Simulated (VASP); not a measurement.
Runs of VASP 6.6.1 on Ni. The structure is that of space group P6_3/mmc (No. 194), or close to it. The cells are those of the table. This isn't the form of Ni at room conditions, which is fcc.

```csv
task,spin,cell,k mesh,cutoff (eV),gap on the mesh (eV),pressure (GPa),moment (μB)
single point,"collinear, ferromagnetic start","a = 2.584, b = 2.584, c = 4.235 Å, angles 90.0, 90.0, 120.0°, 2 atoms",24 × 24 × 13,520,none,(b),(a)
single point,"collinear, ferromagnetic start","a = 2.521, b = 2.521, c = 4.131 Å, angles 90.0, 90.0, 120.0°, 2 atoms",24 × 24 × 13,520,none,-7.0,1.30
single point,"collinear, antiferromagnetic start","a = 2.488, b = 2.488, c = 4.078 Å, angles 90.0, 90.0, 120.0°, 2 atoms",14 × 14 × 8,520,none,-0.9,0.00
relaxation of cell and atoms,"collinear, antiferromagnetic start","relaxed from a = 2.492, b = 2.492, c = 4.069 Å, angles 90.0, 90.0, 120.0°, 2 atoms",14 × 14 × 8,600,none,0.0,0.00
single point,"collinear, ferromagnetic start","a = 2.488, b = 2.488, c = 4.078 Å, angles 90.0, 90.0, 120.0°, 2 atoms",24 × 24 × 13,520,none,-0.1,1.28
```

Alike in all rows: level PBE; potentials or basis VASP PAW PBE potentials, release 64 (Ni); smearing fermi-dirac 0.05 eV.

Q: Estimate the missing entries.

A: (a) 1.33; (b) -16.7.

Caveats: the cell stands under tension (at least some runs).

A gap of «none» marks levels without a gap at the run's occupations.
